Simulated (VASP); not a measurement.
# BeSnI3 (Pm-3m) in VASP: notebook

Runs on BeSnI3. Level: PBE. Tasks: single point, relaxation of cell and atoms.

Everything below comes from runs of VASP 6.6.1. Logs are shortened: lines on timing, memory, paths and dates and some standing lists are left out, and cuts for length are marked.

## 1. The cell of the first run

The structure is cubic, space group Pm-3m (No. 221). The conventional cell has a = 6.055 Å, b = 6.055 Å, c = 6.055 Å, α = 90.00°, β = 90.00°, γ = 90.00°. Within 4.0 Å of Sn (site symmetry m-3m) lie 6 I at 3.03 Å. I (site symmetry 4/mmm) has 2 Sn at 3.03 Å within 4.0 Å. Within 5.6 Å of Be (site symmetry m-3m) lie 12 I at 4.28 Å and 8 Sn at 5.24 Å.

## 2. Single point, PBE

Contents of INCAR:

```
SYSTEM = BeSnI3
PREC = Accurate
ENCUT = 520
EDIFF = 1E-6
ISMEAR = -1
SIGMA = 0.0157
LREAL = .FALSE.
LASPH = .TRUE.
NELM = 80
ALGO = Normal
ISIF = 2
LWAVE = .FALSE.
LCHARG = .TRUE.
GGA = PE
LELF = .TRUE.
LVHAR = .TRUE.
NBANDS = 26
```

Contents of KPOINTS:

```
Automatic mesh
0
G
  6 6 6
  0 0 0
```

Contents of POSCAR:

```
BeSnI3
1.0
    6.0554747313      0.0000000000      0.0000000000
    0.0000000000      6.0554747313      0.0000000000
    0.0000000000      0.0000000000      6.0554747313
Sn I Be
1 3 1
Direct
    0.5000000000      0.5000000000      0.5000000000
    0.0000000000      0.5000000000      0.5000000000
    0.5000000000      0.0000000000      0.5000000000
    0.5000000000      0.5000000000      0.0000000000
    0.0000000000      0.0000000000      0.0000000000
```

Potentials or basis: VASP PAW PBE potentials, release 64 (Sn_d, I, Be).

Launch:

```bash
cat potpaw_PBE.64/Sn_d/POTCAR potpaw_PBE.64/I/POTCAR potpaw_PBE.64/Be/POTCAR > POTCAR
mpirun -np 1 vasp_std > vasp.out
```

OUTCAR:

```text
SYSTEM = BeSnI3
   PREC = Accurate
   ENCUT = 520
   EDIFF = 1E-6
   ISMEAR = -1
   LREAL = .FALSE.
   LASPH = .TRUE.
   NELM = 80
   ISIF = 2
   GGA = PE

 ion  position               nearest neighbor table
   1  0.500  0.500  0.500-   2 3.03   3 3.03   4 3.03   4 3.03   3 3.03   2 3.03
   2  0.000  0.500  0.500-   1 3.03   1 3.03
   3  0.500  0.000  0.500-   1 3.03   1 3.03
   4  0.500  0.500  0.000-   1 3.03   1 3.03
   5  0.000  0.000  0.000-

  LATTYP: Found a simple cubic cell.
 ALAT       =     6.0554747313

  Lattice vectors:

 A1 = (   6.0554747313,   0.0000000000,   0.0000000000)
 A2 = (   0.0000000000,   6.0554747313,   0.0000000000)
 A3 = (   0.0000000000,   0.0000000000,   6.0554747313)

Analysis of symmetry for initial positions (statically):
=====================================================================
 Subroutine PRICEL returns:
 Original cell was already a primitive cell.

 Routine SETGRP: Setting up the symmetry group for a
 simple cubic supercell.

 Subroutine GETGRP returns: Found 48 space group operations
 (whereof 48 operations were pure point group operations)
 out of a pool of 48 trial point group operations.

The static configuration has the point symmetry O_h .

Analysis of symmetry for dynamics (positions and initial velocities):
=====================================================================
 Subroutine PRICEL returns:
 Original cell was already a primitive cell.

 Routine SETGRP: Setting up the symmetry group for a
 simple cubic supercell.

 Subroutine GETGRP returns: Found 48 space group operations
 (whereof 48 operations were pure point group operations)
 out of a pool of 48 trial point group operations.

The dynamic configuration has the point symmetry O_h .

 Subroutine INISYM returns: Found 48 space group operations
 (whereof 48 operations are pure point group operations),
 and found     1 'primitive' translations

----------------------------------------------------------------------------------------

                                     Primitive cell

  volume of cell :     222.0468

  direct lattice vectors                    reciprocal lattice vectors
     6.055474731  0.000000000  0.000000000     0.165139819  0.000000000  0.000000000
     0.000000000  6.055474731  0.000000000     0.000000000  0.165139819  0.000000000
     0.000000000  0.000000000  6.055474731     0.000000000  0.000000000  0.165139819

  length of vectors
     6.055474731  6.055474731  6.055474731     0.165139819  0.165139819  0.165139819

  position of ions in fractional coordinates (direct lattice)
     0.500000000  0.500000000  0.500000000
     0.000000000  0.500000000  0.500000000
     0.500000000  0.000000000  0.500000000
     0.500000000  0.500000000  0.000000000
     0.000000000  0.000000000  0.000000000

  ion indices of the primitive-cell ions
   primitive index   ion index
                 1           1
                 2           2
                 3           3
                 4           4
                 5           5

----------------------------------------------------------------------------------------

 KPOINTS: Automatic mesh

Automatic generation of k-mesh.
 Grid dimensions read from file:
 generate k-points for:    6    6    6

 Generating k-lattice:

  Cartesian coordinates                     Fractional coordinates (reciprocal lattice)
     0.027523303  0.000000000  0.000000000     0.166666667  0.000000000  0.000000000
     0.000000000  0.027523303  0.000000000     0.000000000  0.166666667  0.000000000
     0.000000000  0.000000000  0.027523303     0.000000000  0.000000000  0.166666667

  Length of vectors
     0.027523303  0.027523303  0.027523303

  Shift w.r.t. Gamma in fractional coordinates (k-lattice)
     0.000000000  0.000000000  0.000000000

 Subroutine IBZKPT returns following result:
 ===========================================

 Found     20 irreducible k-points:

 Following reciprocal coordinates:
            Coordinates               Weight
  0.000000  0.000000  0.000000      1.000000
  0.166667  0.000000  0.000000      6.000000
  0.333333  0.000000  0.000000      6.000000
  0.500000  0.000000  0.000000      3.000000
  0.166667  0.166667  0.000000     12.000000
  0.333333  0.166667  0.000000     24.000000
[... 12 lines left out ...]
  0.500000  0.500000  0.333333      6.000000
  0.500000  0.500000  0.500000      1.000000
   k-points           NKPTS =     20   k-points in BZ     NKDIM =     20   number of bands    NBANDS=     26
   number of dos      NEDOS =    301   number of ions     NIONS =      5
   total plane-waves  NPLWV = 110592
   dimension x,y,z NGX =    48 NGY =   48 NGZ =   48
   dimension x,y,z NGXF=    96 NGYF=   96 NGZF=   96
   ions per type =               1   3   1
   NGX,Y,Z   is equivalent  to a cutoff of  13.18, 13.18, 13.18 a.u.
   NGXF,Y,Z  is equivalent  to a cutoff of  26.36, 26.36, 26.36 a.u.
 SYSTEM =  BeSnI3
   PREC   = accura    normal or accurate (medium, high low for compatibility)
   ISTART =      0    job   : 0-new  1-cont  2-samecut
   ICHARG =      2    charge: 1-file 2-atom 10-const
   ISPIN  =      1    spin polarized calculation?
   LNONCOLLINEAR =      F non collinear calculations
   LSORBIT =      F    spin-orbit coupling
   LASPH  =      T    aspherical Exc in radial PAW
   ENCUT  =  520.0 eV  38.22 Ry    6.18 a.u.  11.26 11.26 11.26*2*pi/ulx,y,z
   NELM   =     80;   NELMIN=  2; NELMDL= -5     # of ELM steps
   EDIFF  = 0.1E-05   stopping-criterion for ELM
   LREAL  =      F    real-space projection
   EDIFFG = 0.1E-04   stopping-criterion for IOM
   NSW    =      0    number of steps for IOM
   IBRION =     -1    ionic relax: 0-MD 1-quasi-New 2-CG
   NFREE  =      0    steps in history (QN), initial steepest desc. (CG)
   ISIF   =      2    stress and relaxation
   ISYM   =      2    0-nonsym 1-usesym 2-fastsym
   POTIM  = 0.5000    time-step for ionic-motion
   TEBEG  =    0.0;   TEEND  =   0.0 temperature during run
   PSTRESS=    0.0 pullay stress
   NELECT =      37.0000    total number of electrons
   NUPDOWN=      -1.0000    fix difference up-down
   EMIN   =  10.00;   EMAX   =-10.00  energy-range for DOS
   EFERMI =   0.00;   METHOD = LEGACY
   ISMEAR =    -1;   SIGMA  =   0.02  broadening in eV -4-tet -1-fermi 0-gaus
   EFERMI_NEDOS =   21; number of points for ismear=-14 and -15
   IALGO  =     38    algorithm
   IMIX   =      4    mixing-type and parameters
     AMIX     =   0.40;   BMIX     =  1.00
     AMIX_MAG =   1.60;   BMIX_MAG =  1.00
  volume/ion in A,a.u.               =      44.41       299.69
  Fermi-wavevector in a.u.,A,eV,Ry     =   0.900867  1.702391 11.041956  0.811561
  Thomas-Fermi vector in A             =   2.023877
   LORBIT       =      0    0 simple, 1 ext, 2 COOP (PROOUT), +10 PAW based schemes
   GGA     = PE    functional components
   LHFCALC =     F    Hartree Fock is set to
   AEXX    =    0.0000 exact exchange contribution
   IVDW    =     0    specifies the selected vdW correction
   LEPSILON=     F    determine dielectric tensor
   LRPA    =     F    only Hartree local field effects (RPA)
 non-spin polarized calculation
  energy-cutoff  :      520.00
  volume of cell :      222.05
 maximum number of plane-waves:      6031
 NGX is ok and might be reduce to    48
   NGX = 23   NGY = 23   NGZ = 23

 number of electron      37.0000018 magnetization

 Free energy of the ion-electron system (eV)
  ---------------------------------------------------
  ext. energy  EPLUGINS =         0.00000000
  ---------------------------------------------------
  free energy    TOTEN  =        -9.93440770 eV

  energy without entropy =       -9.92635030  energy(sigma->0) =       -9.93037900

 E-fermi :   1.3028     XC(G=0):  -7.3341

 val. band max:        1.2911707548   @ k =   0.5000   0.3333   0.0000
 cond. band min:       1.3142655703   @ k =   0.5000   0.3333   0.1667
 fundamental gap:      0.0230948155
 Fermi energy:         1.3028285328

 k-point     1 :       0.0000    0.0000    0.0000
  band No.  band energies     occupation
      1     -20.1265      2.00000
      2     -20.1265      2.00000
      3     -20.0938      2.00000
      4     -20.0938      2.00000
      5     -20.0938      2.00000
      6     -11.1273      2.00000
[... 18 lines left out ...]
     25       6.5868      0.00000
     26       7.0773      0.00000

 k-point     2 :       0.1667    0.0000    0.0000
  band No.  band energies     occupation
      1     -20.1265      2.00000
      2     -20.1260      2.00000
      3     -20.0939      2.00000
      4     -20.0939      2.00000
      5     -20.0938      2.00000
      6     -11.0824      2.00000
[... 18 lines left out ...]
     25       6.8209      0.00000
     26       6.8209      0.00000

 k-point     3 :       0.3333    0.0000    0.0000
  band No.  band energies     occupation
      1     -20.1265      2.00000
      2     -20.1250      2.00000
      3     -20.0940      2.00000
      4     -20.0940      2.00000
      5     -20.0938      2.00000
      6     -10.9663      2.00000
[... 18 lines left out ...]
     25       7.0331      0.00000
     26       7.0331      0.00000

 k-point     4 :       0.5000    0.0000    0.0000
  band No.  band energies     occupation
      1     -20.1265      2.00000
      2     -20.1245      2.00000
      3     -20.0940      2.00000
      4     -20.0940      2.00000
      5     -20.0938      2.00000
      6     -10.8779      2.00000
[... 18 lines left out ...]
     25       7.0543      0.00000
     26       7.0543      0.00000

 k-point     5 :       0.1667    0.1667    0.0000
  band No.  band energies     occupation
      1     -20.1263      2.00000
      2     -20.1258      2.00000
      3     -20.0939      2.00000
      4     -20.0939      2.00000
      5     -20.0938      2.00000
      6     -11.0382      2.00000
[... 18 lines left out ...]
     25       6.7360      0.00000
     26       6.9893      0.00000

 k-point     6 :       0.3333    0.1667    0.0000
  band No.  band energies     occupation
      1     -20.1262      2.00000
      2     -20.1249      2.00000
      3     -20.0940      2.00000
      4     -20.0940      2.00000
      5     -20.0938      2.00000
      6     -10.9234      2.00000
[... 311 lines left out ...]
 k-point    17 :       0.3333    0.3333    0.3333
  band No.  band energies     occupation
      1     -20.1243      2.00000
      2     -20.1243      2.00000
      3     -20.0941      2.00000
      4     -20.0941      2.00000
      5     -20.0941      2.00000
      6     -10.6848      2.00000
[... 18 lines left out ...]
     25       4.8374      0.00000
     26       8.1855      0.00000

 k-point    18 :       0.5000    0.3333    0.3333
  band No.  band energies     occupation
      1     -20.1243      2.00000
      2     -20.1238      2.00000
      3     -20.0942      2.00000
      4     -20.0942      2.00000
      5     -20.0941      2.00000
      6     -10.6041      2.00000
[... 18 lines left out ...]
     25       4.8929      0.00000
     26       8.3688      0.00000

 k-point    19 :       0.5000    0.5000    0.3333
  band No.  band energies     occupation
      1     -20.1240      2.00000
      2     -20.1235      2.00000
      3     -20.0943      2.00000
      4     -20.0942      2.00000
      5     -20.0942      2.00000
      6     -10.5184      2.00000
[... 18 lines left out ...]
     25       4.8493      0.00000
     26       8.4207      0.00000

 k-point    20 :       0.5000    0.5000    0.5000
  band No.  band energies     occupation
      1     -20.1235      2.00000
      2     -20.1235      2.00000
      3     -20.0943      2.00000
      4     -20.0943      2.00000
      5     -20.0943      2.00000
      6     -10.4956      2.00000
[... 18 lines left out ...]
     25       4.9599      0.00000
     26       8.2338      0.00000

------------------------ aborting loop because EDIFF is reached ----------------------------------------

  FORCE on cell =-STRESS in cart. coord.  units (eV):
  Direction    XX          YY          ZZ          XY          YZ          ZX
  --------------------------------------------------------------------------------------
  -------------------------------------------------------------------------------------
  Total       -0.0384427     -0.0384427     -0.0384427     -0.0000000     -0.0000000      0.0000000
  in kB       -0.2773833     -0.2773833     -0.2773833     -0.0000000     -0.0000000      0.0000000
  external PRESSURE =      -0.2773833 kB  Pullay stress =       0.0000000 kB

 VOLUME and BASIS-vectors are now :
 -----------------------------------------------------------------------------
  energy-cutoff  :      520.00
  volume of cell :      222.05
      direct lattice vectors                 reciprocal lattice vectors
     6.055474731  0.000000000  0.000000000     0.165139819  0.000000000  0.000000000
     0.000000000  6.055474731  0.000000000     0.000000000  0.165139819  0.000000000
     0.000000000  0.000000000  6.055474731     0.000000000  0.000000000  0.165139819

 POSITION                                       TOTAL-FORCE (eV/Angst)
 -----------------------------------------------------------------------------------
      3.02774      3.02774      3.02774         0.000000      0.000000      0.000000
      0.00000      3.02774      3.02774         0.000000      0.000000      0.000000
      3.02774      0.00000      3.02774         0.000000      0.000000      0.000000
      3.02774      3.02774      0.00000         0.000000      0.000000      0.000000
      0.00000      0.00000      0.00000         0.000000      0.000000      0.000000
 -----------------------------------------------------------------------------------
    total drift:                                0.000000     -0.000000     -0.000000

  FREE ENERGIE OF THE ION-ELECTRON SYSTEM (eV)
  ---------------------------------------------------
  free  energy   TOTEN  =        -9.9344076994 eV

  energy  without entropy=       -9.9263502995  energy(sigma->0) =       -9.93037900
```

It took 78 s on 1 thread of AMD EPYC 9R45 (Zen 5), shared host; peak memory 0.36 GiB.

What came out:

- Free energy: -9.9344 eV
- Pressure: 0.0 GPa
- Band gap on the k mesh: zero (an odd number of electrons rules out a gap without spin polarisation)

Caveat: spin-orbit coupling is left out, which moves the levels of the heavy elements; an odd number of electrons without spin polarisation forces a metal; a magnetic or distorted state may lie lower.

## 3. Relaxation of cell and atoms, PBE

This run uses another cell than the first one, of 47.78 Å³/atom.

Contents of INCAR:

```
SYSTEM = BeSnI3
  PREC = Accurate
  ENCUT = 600
  EDIFF = 1E-7
  ISMEAR = -1
  SIGMA = 0.0157
  LREAL = .False.
  LASPH = .True.
  NELM = 80
  ALGO = Normal
  ISIF = 3
  LWAVE = .False.
  LCHARG = .False.
  GGA = PE
  IBRION = 2
  NSW = 80
  EDIFFG = -0.01
```

Contents of KPOINTS:

```
regular mesh
0
Gamma
  6 6 6
  0 0 0
```

Edit POSCAR of step 2 so:

```diff
@@ -2,5 +2,5 @@
 1.0
-    6.0554747313      0.0000000000      0.0000000000
-    0.0000000000      6.0554747313      0.0000000000
-    0.0000000000      0.0000000000      6.0554747313
+    6.2050040000      0.0000000000      0.0000000000
+    0.0000000000      6.2050040000      0.0000000000
+    0.0000000000      0.0000000000      6.2050040000
 Sn I Be
```

Potentials or basis: VASP PAW PBE potentials, release 64 (Sn_d, I, Be).

Launch:

```bash
cat potpaw_PBE.64/Sn_d/POTCAR potpaw_PBE.64/I/POTCAR potpaw_PBE.64/Be/POTCAR > POTCAR
mpirun -np 1 vasp_std > vasp.out
```

Run time: 4.4 min. Hardware: 1 thread of AMD EPYC 9R45 (Zen 5), shared host; peak memory 0.42 GiB.

The run converged. Its results:

```yaml
Free_energy: -9.9349 eV
Relaxed_volume: 44.37 Å³/atom
Relaxed_cell: a = 6.054 Å, b = 6.054 Å, c = 6.054 Å, α = 90.00°, β = 90.00°, γ = 90.00°
Space_group_after_relaxing_to_0.1_Å: Pm-3m (No. 221)
Energy_gained_by_relaxing: 11.7 meV/atom
Ionic_steps: 4
Pressure_after_relaxing: 0.0 GPa
Band_gap_on_the_k_mesh: zero (an odd number of electrons rules out a gap without spin polarisation)
```

The path:
```csv
step,energy change (eV),largest force (eV/Å),pressure (GPa),volume (Å³)
1,0.0000,0.0000,-1.01,238.91
2,-0.0481,0.0000,-0.47,228.67
3,-0.0584,0.0000,-0.04,222.42
4,-0.0585,0.0000,0.00,221.83
```

Final structure:
```
Sn I Be
1.0
     6.05351    0.00000    0.00000
     0.00000    6.05351    0.00000
     0.00000    0.00000    6.05351
Sn I Be
1 3 1
Direct
  0.50000 0.50000 0.50000
  0.00000 0.50000 0.50000
  0.50000 0.00000 0.50000
  0.50000 0.50000 0.00000
  0.00000 0.00000 0.00000
```

Levels at points of the mesh, in eV from the Fermi level:
```csv
k point,band 16,band 17,band 18,band 19,band 20,band 21
"(0.00, 0.00, 0.00)",-1.09,-1.09,-1.09,-0.68,3.64,3.64
"(0.50, 0.00, 0.00)",-1.06,-1.06,-0.41,-0.07,2.36,2.75
"(0.50, 0.50, 0.00)",-1.42,-0.45,-0.07,0.55,1.83,1.83
"(0.50, 0.50, 0.50)",-0.44,-0.44,-0.44,1.37,1.37,1.37
```

Caveat: spin-orbit coupling is left out, which moves the levels of the heavy elements; an odd number of electrons without spin polarisation forces a metal; a magnetic or distorted state may lie lower.
